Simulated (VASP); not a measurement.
Input of a VASP 6.6.1 run:

Contents of INCAR:

```
PREC     = Accurate       # precision mode
ENCUT    = 520            # plane-wave cutoff, eV
EDIFF    = 1E-6           # SCF threshold, eV
ISMEAR   = 0              # smearing method
SIGMA    = 0.02           # smearing width, eV
LREAL    = F              # projectors in reciprocal space
LASPH    = T              # aspherical terms in the spheres
NELM     = 60             # most SCF steps
ALGO     = Normal         # electronic algorithm
ISIF     = 2              # what is computed and relaxed
LWAVE    = F              # write WAVECAR
LCHARG   = F              # write CHGCAR
NBANDS   = 35             # bands
```

The input KPOINTS:

```
regular mesh
0
Gamma
  9 9 2
```

POSCAR

```
WSe2
1.0
    3.2499141198      0.0000000000      0.0000000000
   -1.6249570599      2.8145081878      0.0000000000
    0.0000000000      0.0000000000     12.8207500175
W Se
2 4
Direct
    0.6666666667      0.3333333333      0.7500000000
    0.3333333333      0.6666666667      0.2500000000
    0.3333333333      0.6666666667      0.8800018441
    0.6666666667      0.3333333333      0.3800018441
    0.3333333333      0.6666666667      0.6199981559
    0.6666666667      0.3333333333      0.1199981559
```

Potentials or basis: VASP PAW LDA potentials, release 64 (W_sv, Se).

Launch:

```console
$ cat potpaw_LDA.64/W_sv/POTCAR potpaw_LDA.64/Se/POTCAR > POTCAR
$ mpirun -np 1 vasp_std > vasp.out
```

(1) Predict the largest force.

(2) What does it give for the band gap on the k mesh?

Results:

(1) 0.103 eV/Å.

(2) 0.98 eV, indirect (least direct gap 1.62 eV).

Caveat: spin-orbit coupling is left out, which moves the levels of the heavy elements.
